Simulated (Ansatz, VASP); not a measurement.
# TaAgBr3: VASP beside Ansatz

The input INCAR:

```
ALGO = Normal
EDIFF = 1E-6
ENCUT = 520
GGA = PE
ISIF = 2
ISMEAR = -1
LASPH = True
LCHARG = False
LREAL = False
LWAVE = False
NBANDS = 54
NELM = 60
PREC = Accurate
SIGMA = 0.1
```

KPOINTS

```
k-points
0
Gamma
  4 4 4
```

Contents of POSCAR:

```
TaAgBr3
1.0
    7.1692070000      0.0000000000      0.0000000000
   -3.5846040000      6.2087220000      0.0000000000
    0.0000000000     -4.1391440000      5.9292340000
Ta Br Ag
2 6 2
Direct
    0.0000000000      0.0000000000      0.0000000000
    0.5000000000      0.0000000000      0.5000000000
    0.8108000000      0.5117000000      0.7530000000
    0.2413000000      0.0521000000      0.7530000000
    0.7009000000      0.9422000000      0.7530000000
    0.7413000000      0.9422000000      0.2530000000
    0.2009000000      0.5117000000      0.2530000000
    0.3108000000      0.0521000000      0.2530000000
    0.2492000000      0.4984000000      0.7476000000
    0.7492000000      0.4984000000      0.2476000000
```

Input for Ansatz:

```yaml
crystal:
  lattice:
    - [7.169207, 0.0, 0.0]
    - [-3.584604, 6.208722, 0.0]
    - [0.0, -4.139144, 5.929234]
  atoms:
    - { symbol: Ta, position: [0.0, 0.0, 0.0] }
    - { symbol: Ta, position: [0.5, 0.0, 0.5] }
    - { symbol: Br, position: [0.8108, 0.5117, 0.753] }
    - { symbol: Br, position: [0.2413, 0.0521, 0.753] }
    - { symbol: Br, position: [0.7009, 0.9422, 0.753] }
    - { symbol: Br, position: [0.7413, 0.9422, 0.253] }
    - { symbol: Br, position: [0.2009, 0.5117, 0.253] }
    - { symbol: Br, position: [0.3108, 0.0521, 0.253] }
    - { symbol: Ag, position: [0.2492, 0.4984, 0.7476] }
    - { symbol: Ag, position: [0.7492, 0.4984, 0.2476] }
  symmetry: { tolerance: 0.0003 }
kpoints:
  mp_grid: { grid: [4, 4, 4], shift: [0, 0, 0] }
magnetization:
  spin_polarized: false
scf:
  occupations: { method: fermi_dirac }
hamiltonian:
  pseudopotentials: { kind: paw }
  xc: pbe
basis:
  ecutwfc: "800 eV"
  ecutrho_ratio: 12
output:
  forces: true
  stress: true
  eigenvalues: true
```

Alike in both runs: task single point; functional PBE; k mesh 4 × 4 × 4; no spin polarisation.

|  | VASP | Ansatz |
| --- | --- | --- |
| version | VASP 6.6.1 | Ansatz 0.2.0 |
| potentials or method | VASP PAW PBE potentials, release 64 (Ta_pv, Br, Ag), cutoff 520 eV | PAW plane waves |
| occupations | fermi-dirac, width 0.1 eV | fermi-dirac |
| valence electrons in the cell | 86 | 106 |

VASP gave:

```
gap on the k mesh at the Fermi level (eV)                     : none
pressure (GPa)                                                : 1.6
traceless stress, the component that is largest in VASP (GPa) : -0.30
rms of the force components (eV/Å)                            : 0.431
```

Q: What did Ansatz give for the same quantities?

A: gap on the k mesh at the Fermi level (eV): none; pressure (GPa): 1.5; traceless stress, the component that is largest in VASP (GPa): -0.31; rms of the force components (eV/Å): 0.428.

Atom by atom the forces differ by 0.004 eV/Å (rms over components). A gap of «none» marks a metal or a gap that the smearing closes. VASP's potentials hold 86 valence electrons a cell and Ansatz's 106, so a difference there can come from the potentials and not from the codes. Ansatz's warnings: structure snapped to symmetry.

Spin-orbit coupling is off throughout.
